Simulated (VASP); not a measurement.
The system is W2C3.

```xyz
5
Lattice="4.1956 0.0000 0.0000 0.0000 4.1956 0.0000 0.0000 0.0000 4.1956" Properties=species:S:1:pos:R:3 pbc="T T T"
W     0.0000    0.0000    0.0000
W     2.0978    2.0978    2.0978
C     0.0000    2.0978    2.0978
C     2.0978    0.0000    2.0978
C     2.0978    2.0978    0.0000
```

The cell was built from a structure type or drawn by symmetry, and may not be a known phase.

| Property | Result |
| --- | --- |
| Program | VASP 6.6.1 |
| Task | relaxation of cell and atoms |
| Functional | PBE |
| Potentials or basis | VASP PAW PBE potentials, release 64 (W_sv, C) |
| Cutoff | 600 eV |
| k mesh | 4 × 4 × 4 |
| Occupations | gaussian, width 0.2 eV |
| Spin | no spin polarisation |

At the start: pressure -24.8 GPa; volume 14.77 Å³/atom.

**Question.** How do energy, volume and symmetry change on relaxing?

**Answer.** Over 4 steps the energy falls by 199.0 meV/atom and the volume is 12.53 Å³/atom (-15.1 %); space group Pm-3m (No. 221, to 0.1 Å) before and after.

Step by step:
| step | energy change (eV) | largest force (eV/Å) | pressure (GPa) | volume (Å³) |
| --- | --- | --- | --- | --- |
| 1 | 0.0000 | 0.0000 | -24.76 | 73.86 |
| 2 | 0.5332 | 0.0000 | 54.09 | 52.05 |
| 3 | -0.9936 | 0.0000 | -1.24 | 62.99 |
| 4 | -0.9950 | 0.0000 | -0.22 | 62.67 |

Final structure:
```xyz
5
Lattice="3.9722 0.0000 0.0000 0.0000 3.9722 0.0000 0.0000 0.0000 3.9722" Properties=species:S:1:pos:R:3 pbc="T T T"
W     0.0000    0.0000    0.0000
W     1.9861    1.9861    1.9861
C     0.0000    1.9861    1.9861
C     1.9861    0.0000    1.9861
C     1.9861    1.9861    0.0000
```

Caveat: the k points lie up to 0.40 Å⁻¹ apart in the final cell, too coarse for converged energies and pressures of a metal; the volume moved by over 15 % at a fixed basis, so the end points are rough.
